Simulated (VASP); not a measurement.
# CoO (Fm-3m) in VASP: notebook

The runs below take CoO through single point, with PBE+U.

Everything below comes from runs of VASP 6.6.1. Logs are shortened: lines on timing, memory, paths and dates and some standing lists are left out, and cuts for length are marked.

**1. The cell of the first run**

The structure is cubic, space group Fm-3m (No. 225). The conventional cell has a = 4.263 Å, b = 4.263 Å, c = 4.263 Å, α = 90.00°, β = 90.00°, γ = 90.00°. Within 2.8 Å of Co (site symmetry m-3m) lie 6 O at 2.13 Å. Within 2.8 Å of O (site symmetry m-3m) lie 6 Co at 2.13 Å.

**2. Single point, PBE+U, collinear spin, ferromagnetic start**

INCAR

```
SYSTEM = CoO
PREC = Accurate
ENCUT = 520
EDIFF = 1E-6
ISMEAR = 0
SIGMA = 0.05
LREAL = .False.
LASPH = .True.
NELM = 150
ALGO = Normal
ISIF = 2
LWAVE = .False.
LCHARG = .False.
ISPIN = 2
MAGMOM = 0.5 0
LORBIT = 11
LMAXMIX = 4
LDAU = .True.
LDAUTYPE = 2
LDAUL = 2 -1
LDAUU = 3.3 0
LDAUJ = 0 0
LDAUPRINT = 1
GGA = PE
NBANDS = 18
```

KPOINTS

```
regular mesh
0
Gamma
  6 6 6
  0 0 0
```

POSCAR

```
CoO
1.0
    0.0000000000      2.1315016559      2.1315016559
    2.1315016559      0.0000000000      2.1315016559
    2.1315016559      2.1315016559      0.0000000000
Co O
1 1
Direct
    0.0000000000      0.0000000000      0.0000000000
    0.5000000000      0.5000000000      0.5000000000
```

Potentials or basis: VASP PAW PBE potentials, release 64 (Co, O).

Run with:

```
$ cat potpaw_PBE.64/Co/POTCAR potpaw_PBE.64/O/POTCAR > POTCAR
$ mpirun -np 1 vasp_std > vasp.out
```

OUTCAR:

```text
SYSTEM = CoO
   PREC = Accurate
   ENCUT = 520
   EDIFF = 1E-6
   ISMEAR = 0
   LREAL = .False.
   LASPH = .True.
   NELM = 150
   ISIF = 2
   ISPIN = 2
   LORBIT = 11
   GGA = PE

 ion  position               nearest neighbor table
   1  0.000  0.000  0.000-   2 2.13   2 2.13   2 2.13   2 2.13   2 2.13   2 2.13
   2  0.500  0.500  0.500-   1 2.13   1 2.13   1 2.13   1 2.13   1 2.13   1 2.13

  LATTYP: Found a face centered cubic cell.
 ALAT       =     4.2630033118

  Lattice vectors:

 A1 = (   0.0000000000,   2.1315016559,   2.1315016559)
 A2 = (   2.1315016559,   0.0000000000,   2.1315016559)
 A3 = (   2.1315016559,   2.1315016559,   0.0000000000)

Analysis of symmetry for initial positions (statically):
=====================================================================
 Subroutine PRICEL returns:
 Original cell was already a primitive cell.

 Routine SETGRP: Setting up the symmetry group for a
 face centered cubic supercell.

 Subroutine GETGRP returns: Found 48 space group operations
 (whereof 48 operations were pure point group operations)
 out of a pool of 48 trial point group operations.

The static configuration has the point symmetry O_h .

Analysis of symmetry for dynamics (positions and initial velocities):
=====================================================================
 Subroutine PRICEL returns:
 Original cell was already a primitive cell.

 Routine SETGRP: Setting up the symmetry group for a
 face centered cubic supercell.

 Subroutine GETGRP returns: Found 48 space group operations
 (whereof 48 operations were pure point group operations)
 out of a pool of 48 trial point group operations.

The dynamic configuration has the point symmetry O_h .

Analysis of structural, dynamic, and magnetic symmetry:
=====================================================================
 Subroutine PRICEL returns:
 Original cell was already a primitive cell.

 Routine SETGRP: Setting up the symmetry group for a
 face centered cubic supercell.

 Subroutine GETGRP returns: Found 48 space group operations
 (whereof 48 operations were pure point group operations)
 out of a pool of 48 trial point group operations.

The overall configuration has the point symmetry O_h .
[... 160 lines left out ...]
  o =  0.9681  v =  1.0000  0.0000  0.0000  0.0000  0.0000  0.0000  0.0000  0.0000  0.0000  0.0000      0.0000  0.0000  0.0000  0.0000  0.0000  0.0000  0.0000  0.0000  0.0000  0.0000
  o =  0.9681  v =  0.0000 -0.9956 -0.0000 -0.0935 -0.0000  0.0000  0.0000  0.0000  0.0000  0.0000      0.0000  0.0000  0.0000  0.0000  0.0000  0.0000  0.0000  0.0000  0.0000  0.0000
  o =  0.9681  v =  0.0000  0.0935 -0.0000 -0.9956 -0.0000  0.0000  0.0000  0.0000  0.0000  0.0000      0.0000  0.0000  0.0000  0.0000  0.0000  0.0000  0.0000  0.0000  0.0000  0.0000
  o =  1.0117  v =  0.0000 -0.0000  0.9995 -0.0000  0.0323  0.0000  0.0000  0.0000  0.0000  0.0000      0.0000  0.0000  0.0000  0.0000  0.0000  0.0000  0.0000  0.0000  0.0000  0.0000
  o =  1.0117  v =  0.0000  0.0000  0.0323  0.0000 -0.9995  0.0000  0.0000  0.0000  0.0000  0.0000      0.0000  0.0000  0.0000  0.0000  0.0000  0.0000  0.0000  0.0000  0.0000  0.0000

 number of electron      15.0000007 magnetization       2.9998116

 Free energy of the ion-electron system (eV)
  ---------------------------------------------------
  ext. energy  EPLUGINS =         0.00000000
  ---------------------------------------------------
  free energy    TOTEN  =       -11.29981794 eV

  energy without entropy =      -11.29318660  energy(sigma->0) =      -11.29650227

 E-fermi :   7.3373     XC(G=0): -12.3761

 val. band max:        7.3115487988   @ k =   0.3333   0.1667   0.0000
 cond. band min:       7.3600910470   @ k =   0.5000   0.3333   0.0000
 fundamental gap:      0.0485422482
 Fermi energy:         7.3373101636

 spin component 1

 k-point     1 :       0.0000    0.0000    0.0000
  band No.  band energies     occupation
      1     -12.1223      1.00000
      2       2.7304      1.00000
      3       2.7304      1.00000
      4       3.1793      1.00000
      5       3.1793      1.00000
      6       3.1793      1.00000
[... 312 lines left out ...]
      4       1.8369      1.00000
      5       3.4882      1.00000
      6       4.0879      1.00000
[... 10 lines left out ...]
     17      37.1420      0.00000
     18      39.1294      0.00000
 Fermi energy:         7.3373101636

 spin component 2

 k-point     1 :       0.0000    0.0000    0.0000
  band No.  band energies     occupation
      1     -11.6870      1.00000
      2       5.4533      1.00000
      3       5.4533      1.00000
      4       5.4533      1.00000
      5       6.2161      1.00000
      6       6.2162      1.00000
[... 313 lines left out ...]
      5       6.4558      1.00000
      6       7.2784      0.95209
[... 10 lines left out ...]
     17      39.2550      0.00000
     18      39.6703      0.00000

------------------------ aborting loop because EDIFF is reached ----------------------------------------

  FORCE on cell =-STRESS in cart. coord.  units (eV):
  Direction    XX          YY          ZZ          XY          YZ          ZX
  --------------------------------------------------------------------------------------
  -------------------------------------------------------------------------------------
  Total       -0.2725916     -0.2725916     -0.2725916      0.0000000     -0.0000000      0.0000000
  in kB      -22.5494561    -22.5494561    -22.5494561      0.0000000     -0.0000000      0.0000000
  external PRESSURE =     -22.5494561 kB  Pullay stress =       0.0000000 kB

 VOLUME and BASIS-vectors are now :
 -----------------------------------------------------------------------------
  energy-cutoff  :      520.00
  volume of cell :       19.37
      direct lattice vectors                 reciprocal lattice vectors
     0.000000000  2.131501656  2.131501656    -0.234576407  0.234576407  0.234576407
     2.131501656  0.000000000  2.131501656     0.234576407 -0.234576407  0.234576407
     2.131501656  2.131501656  0.000000000     0.234576407  0.234576407 -0.234576407

 POSITION                                       TOTAL-FORCE (eV/Angst)
 -----------------------------------------------------------------------------------
      0.00000      0.00000      0.00000        -0.000000     -0.000000     -0.000000
      2.13150      2.13150      2.13150         0.000000      0.000000      0.000000
 -----------------------------------------------------------------------------------
    total drift:                                0.000000     -0.000000     -0.000000

  FREE ENERGIE OF THE ION-ELECTRON SYSTEM (eV)
  ---------------------------------------------------
  free  energy   TOTEN  =       -11.2998179360 eV

  energy  without entropy=      -11.2931866031  energy(sigma->0) =      -11.29650227

 total charge

# of ion       s       p       d       tot
------------------------------------------
    1        0.296   0.361   7.136   7.793
    2        1.552   3.447   0.000   4.999
--------------------------------------------------
tot          1.849   3.808   7.136  12.792

 magnetization (x)

# of ion       s       p       d       tot
------------------------------------------
    1        0.021   0.018   2.694   2.733
    2        0.023   0.231   0.000   0.255
--------------------------------------------------
tot          0.045   0.249   2.694   2.987
```

OSZICAR:

```text
N       E                     dE             d eps       ncg     rms          rms(c)
DAV:   1     0.810678604376E+02    0.81068E+02   -0.66931E+03  1216   0.959E+02
DAV:   2    -0.644400800920E+01   -0.87512E+02   -0.75763E+02  1192   0.220E+02
DAV:   3    -0.113041728572E+02   -0.48602E+01   -0.45823E+01  1356   0.548E+01
[... 11 lines left out ...]
DAV:  15    -0.112997368851E+02   -0.11860E-02   -0.74209E-04  1324   0.624E-01    0.161E-01
DAV:  16    -0.112997715910E+02   -0.34706E-04   -0.27556E-04  1388   0.155E-01    0.107E-01
DAV:  17    -0.112998131795E+02   -0.41588E-04   -0.29790E-05  1368   0.923E-02    0.420E-02
DAV:  18    -0.112998178753E+02   -0.46958E-05   -0.76492E-06  1484   0.305E-02    0.973E-03
DAV:  19    -0.112998179360E+02   -0.60659E-07   -0.12249E-06  1000   0.132E-02
   1 F= -.11299818E+02 E0= -.11296502E+02  d E =-.663133E-02  mag=     2.9998
```

stdout:

```text
POSCAR found type information on POSCAR CoO
 POSCAR found :  2 types and       2 ions
 scaLAPACK will be used
 LDA part: xc-table for (Slater+PW92), standard interpolation
 POSCAR, INCAR and KPOINTS ok, starting setup
 FFT: planning ... GRIDC
 FFT: planning ... GRID_SOFT
 FFT: planning ... GRID
 WAVECAR not read
 entering main loop
```

It took 14 s on 1 thread of AMD EPYC 7R13, shared host; peak memory 0.15 GiB.

What came out:

```yaml
Free_energy: -11.2998 eV
Pressure: -2.3 GPa
Band_gap_on_the_k_mesh: zero (filled and empty bands overlap)
Net_moment: 3.00 μB per cell
Site_moments: Co +2.73; O +0.26 μB
Valence_electrons_inside_the_program's_atomic_spheres: Co 7.79; O 5.00
```

Eigenvalues of the final occupation matrices:
| site | spin | trace | eigenvalues |
| --- | --- | --- | --- |
| site 1 d | 1 | 4.93 | 0.97 0.97 0.97 1.01 1.01 |
| site 1 d | 2 | 2.23 | 0.14 0.14 0.65 0.65 0.65 |

Caveat: the k points lie up to 0.43 Å⁻¹ apart; a cell with one magnetic atom can't hold antiferromagnetic order, which such compounds often take. The state reached can hang on the start; a lower one may exist.

**3. Single point, PBE+U, collinear spin, ferromagnetic start**

INCAR

```
SYSTEM = CoO
ALGO = Normal ; EDIFF = 1E-6
ENCUT = 520 ; GGA = PE
ISIF = 2 ; ISMEAR = 0
ISPIN = 2 ; LASPH = .True.
LCHARG = .True. ; LDAU = .True.
LDAUJ = 0 0 ; LDAUL = 2 -1
LDAUPRINT = 1 ; LDAUTYPE = 2
LDAUU = 3.3 0 ; LELF = .True.
LMAXMIX = 4 ; LORBIT = 11
LREAL = .False. ; LVHAR = .True.
LWAVE = .False. ; MAGMOM = 3 0
NBANDS = 18 ; NELM = 150
PREC = Accurate ; SIGMA = 0.05
```

KPOINTS

```
k-points
0
Gamma
  10 10 10
  0 0 0
```

POSCAR is that of step 2.

Potentials or basis: VASP PAW PBE potentials, release 64 (Co, O).

Run with:

```
$ cat potpaw_PBE.64/Co/POTCAR potpaw_PBE.64/O/POTCAR > POTCAR
$ mpirun -np 1 vasp_std > vasp.out
```

OUTCAR:

```text
SYSTEM = CoO
   EDIFF = 1E-6
   ENCUT = 520
   GGA = PE
   ISIF = 2
   ISMEAR = 0
   ISPIN = 2
   LASPH = .True.
   LORBIT = 11
   LREAL = .False.
   NELM = 150
   PREC = Accurate

 ion  position               nearest neighbor table
   1  0.000  0.000  0.000-   2 2.13   2 2.13   2 2.13   2 2.13   2 2.13   2 2.13
   2  0.500  0.500  0.500-   1 2.13   1 2.13   1 2.13   1 2.13   1 2.13   1 2.13

  LATTYP: Found a face centered cubic cell.
 ALAT       =     4.2630033118

  Lattice vectors:

 A1 = (   0.0000000000,   2.1315016559,   2.1315016559)
 A2 = (   2.1315016559,   0.0000000000,   2.1315016559)
 A3 = (   2.1315016559,   2.1315016559,   0.0000000000)

Analysis of symmetry for initial positions (statically):
=====================================================================
 Subroutine PRICEL returns:
 Original cell was already a primitive cell.

 Routine SETGRP: Setting up the symmetry group for a
 face centered cubic supercell.

 Subroutine GETGRP returns: Found 48 space group operations
 (whereof 48 operations were pure point group operations)
[... 226 lines left out ...]
  band No.  band energies     occupation
      1     -12.1316      1.00000
      2       2.7438      1.00000
      3       2.7438      1.00000
      4       3.1948      1.00000
      5       3.1948      1.00000
      6       3.1948      1.00000
[... 1001 lines left out ...]
     17      37.8993      0.00000
     18      39.2229      0.00000

 [... further k-points ...]
[... 5 lines left out ...]
  --------------------------------------------------------------------------------------
  -------------------------------------------------------------------------------------
  Total       -0.2906121     -0.2906121     -0.2906121     -0.0000000      0.0000000      0.0000000
  in kB      -24.0401556    -24.0401556    -24.0401556     -0.0000000      0.0000000      0.0000000
  external PRESSURE =     -24.0401556 kB  Pullay stress =       0.0000000 kB

 VOLUME and BASIS-vectors are now :
 -----------------------------------------------------------------------------
  energy-cutoff  :      520.00
  volume of cell :       19.37
      direct lattice vectors                 reciprocal lattice vectors
     0.000000000  2.131501656  2.131501656    -0.234576407  0.234576407  0.234576407
     2.131501656  0.000000000  2.131501656     0.234576407 -0.234576407  0.234576407
     2.131501656  2.131501656  0.000000000     0.234576407  0.234576407 -0.234576407

 POSITION                                       TOTAL-FORCE (eV/Angst)
 -----------------------------------------------------------------------------------
      0.00000      0.00000      0.00000         0.000000      0.000000      0.000000
      2.13150      2.13150      2.13150         0.000000      0.000000      0.000000
 -----------------------------------------------------------------------------------
    total drift:                                0.000000     -0.000000     -0.000000

  FREE ENERGIE OF THE ION-ELECTRON SYSTEM (eV)
  ---------------------------------------------------
  free  energy   TOTEN  =       -11.3011819347 eV

  energy  without entropy=      -11.2949790422  energy(sigma->0) =      -11.29808049

 total charge

# of ion       s       p       d       tot
------------------------------------------
    1        0.296   0.360   7.137   7.794
    2        1.553   3.447   0.000   4.999
--------------------------------------------------
tot          1.849   3.807   7.137  12.793

 magnetization (x)

# of ion       s       p       d       tot
------------------------------------------
    1        0.021   0.018   2.692   2.730
    2        0.023   0.233   0.000   0.257
--------------------------------------------------
tot          0.044   0.251   2.692   2.987
```

OSZICAR:

```text
N       E                     dE             d eps       ncg     rms          rms(c)
DAV:   1     0.833848714513E+02    0.83385E+02   -0.70425E+03  3480   0.101E+03
DAV:   2    -0.808335191667E+01   -0.91468E+02   -0.78564E+02  3594   0.226E+02
DAV:   3    -0.133672029275E+02   -0.52839E+01   -0.51948E+01  3844   0.583E+01
DAV:   4    -0.134201690528E+02   -0.52966E-01   -0.52934E-01  4024   0.562E+00
DAV:   5    -0.134212536001E+02   -0.10845E-02   -0.10844E-02  4102   0.807E-01    0.153E+01
DAV:   6    -0.119489536014E+02    0.14723E+01   -0.15492E+01  4236   0.637E+01    0.182E+01
DAV:   7    -0.112806293105E+02    0.66832E+00   -0.48196E+00  3956   0.423E+01    0.835E+00
DAV:   8    -0.112994851745E+02   -0.18856E-01   -0.27514E-01  4084   0.990E+00    0.451E+00
DAV:   9    -0.113224645234E+02   -0.22979E-01   -0.28134E-01  5114   0.896E+00    0.204E+00
DAV:  10    -0.113008087361E+02    0.21656E-01   -0.79241E-02  4746   0.552E+00    0.267E-01
DAV:  11    -0.113013045221E+02   -0.49579E-03   -0.12814E-02  4634   0.136E+00    0.164E-01
DAV:  12    -0.113012358503E+02    0.68672E-04   -0.79562E-04  4096   0.350E-01    0.100E-01
DAV:  13    -0.113011662428E+02    0.69608E-04   -0.27773E-04  4960   0.272E-01    0.348E-02
DAV:  14    -0.113011818299E+02   -0.15587E-04   -0.44502E-05  4082   0.759E-02    0.272E-02
DAV:  15    -0.113011819347E+02   -0.10480E-06   -0.37876E-06  3820   0.402E-02
   1 F= -.11301182E+02 E0= -.11298080E+02  d E =-.620289E-02  mag=     3.0005
```

stdout:

```text
POSCAR found type information on POSCAR CoO
 POSCAR found :  2 types and       2 ions
 scaLAPACK will be used
 LDA part: xc-table for (Slater+PW92), standard interpolation
 POSCAR, INCAR and KPOINTS ok, starting setup
 FFT: planning ... GRIDC
 FFT: planning ... GRID_SOFT
 FFT: planning ... GRID
 WAVECAR not read
 entering main loop
```

It took 29 s on 1 thread of AMD EPYC 7R13, shared host; peak memory 0.16 GiB.

What came out:

```
Free energy                                           : -11.3012 eV
Pressure                                              : -2.4 GPa
Band gap on the k mesh                                : zero (filled and empty bands overlap)
Net moment                                            : 3.00 μB per cell
Site moments                                          : Co +2.73; O +0.26 μB
Valence electrons inside the program's atomic spheres : Co 7.79; O 5.00
```

Eigenvalues of the final occupation matrices:
| site | spin | trace | eigenvalues |
| --- | --- | --- | --- |
| site 1 d | 1 | 4.93 | 0.97 0.97 0.97 1.01 1.01 |
| site 1 d | 2 | 2.23 | 0.14 0.14 0.65 0.65 0.65 |

Caveat: a cell with one magnetic atom can't hold antiferromagnetic order, which such compounds often take.

(Part 1 of 2 ends here.)
